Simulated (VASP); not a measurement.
Pd: electric field gradients with r2SCAN

The system is Pd.

```xyz
2
Lattice="0.0000 2.6784 2.6784 2.6784 0.0000 2.6784 2.6784 2.6784 0.0000" Properties=species:S:1:pos:R:3 pbc="T T T"
Pd   -0.5089   -0.8303   -0.8303
Pd    0.5089    0.8303    0.8303
```

This cell differs from its parent crystal: shortest bond scaled by 0.76.

```
Program                : VASP 6.6.1
Task                   : electric field gradients
Functional             : r2SCAN
Potentials or basis    : VASP PAW PBE potentials, release 64 (Pd)
Cutoff                 : 440 eV
k mesh                 : 10 × 10 × 10
Occupations            : fermi-dirac, width 0.05 eV
Spin                   : no spin polarisation
Dipole correction      : no
Further INCAR settings : ALGO = Normal; EDIFF = 1e-08; NBANDS = 17
```

| Item | Value |
| --- | --- |
| Pressure | 50.1 GPa |
| Largest force | 20.550 eV/Å |
| Band gap on the k mesh | zero (bands 10 and 11 overlap by 1.51 eV) |
| Largest electric field gradient by atom | Pd +150.2 V/Å² |

Forces in eV/Å, atoms in the order of the input:
```
Pd  -11.865  11.865  11.865
Pd   11.865 -11.865 -11.865
```

Stress tensor (GPa, compression positive):
```
 50.12 -54.20 -54.20
-54.20  50.12  54.20
-54.20  54.20  50.12
```

Levels at points of the mesh, in eV from the Fermi level:
| k point | band 7 | band 8 | band 9 | band 10 | band 11 | band 12 | band 13 | band 14 |
| --- | --- | --- | --- | --- | --- | --- | --- | --- |
| (0.00, 0.00, 0.00) | -2.56 | -2.56 | -2.19 | -0.89 | -0.89 | 10.56 | 12.56 | 12.72 |
| (0.50, 0.00, 0.00) | -2.31 | -2.31 | -0.28 | 0.62 | 0.62 | 2.06 | 9.40 | 9.40 |
| (0.00, 0.50, 0.00) | -1.93 | -1.56 | -1.45 | -1.30 | -0.58 | 1.47 | 9.44 | 11.53 |
| (0.50, 0.50, 0.00) | -2.86 | -2.57 | -0.27 | 0.55 | 1.01 | 2.65 | 4.92 | 6.32 |

Electric field gradients, principal values (V/Å²):
```
atom    least   middle  greatest (by size)
1 Pd  -75.087  -75.087             150.174
2 Pd  -75.087  -75.087             150.174
```

Run time: 8 min on 1 thread of Intel Xeon 8259CL, with other jobs on the host, peak memory 0.2 GiB.

Caveat: the cell differs from its parent crystal (shortest bond scaled by 0.76); atoms lie so close that the PAW spheres overlap strongly, which falsifies energies and pressures; the cell stands under pressure; without QUAD_EFG the Cq values of the log hold for a quadrupole moment of 1 mb, not for the nuclei; the PAW data sets were made with another functional, which shifts forces and pressure a little.
